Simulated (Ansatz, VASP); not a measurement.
# MoS2: VASP beside Ansatz

```
CELL_PARAMETERS angstrom
1.54922 0.89444 5.99833
-1.54922 0.89444 5.99833
0.00000 -1.78888 5.99833
ATOMIC_POSITIONS crystal
Mo 0.00000 0.00000 0.00000
S 0.74840 0.74840 0.74840
S 0.58490 0.58490 0.58490
```

Change from the starting cell: volume scaled by 0.94, crystal datasets.

Alike in both runs: task electric field gradients; functional PBE; k mesh 13 × 13 × 13; occupations fermi-dirac, width 0.05 eV; no spin polarisation.

|  | VASP | Ansatz |
| --- | --- | --- |
| version | VASP 6.6.1 | Ansatz 0.2.0 |
| potentials or method | VASP PAW PBE potentials, release 64 (Mo_sv, S), cutoff 520 eV | all-electron PAW with datasets made for the crystal, scalar-relativistic |

|  | VASP | Ansatz | Ansatz less VASP |
| --- | --- | --- | --- |
| pressure (GPa) | 21.5 | 21.7 | +0.25 |
| traceless stress, the component that is largest in VASP (GPa) | 5.58 | 5.64 | +0.063 |
| rms of the force components (eV/Å) | 1.194 | 1.207 | +0.0130 |
| size of Vzz on the site where it differs most (V/Å²) | 100.6 | 97.5 | -3.16 |

Atom by atom the forces differ by 0.013 eV/Å (rms over components). Ansatz ran all-electron here, and VASP with PAW potentials.
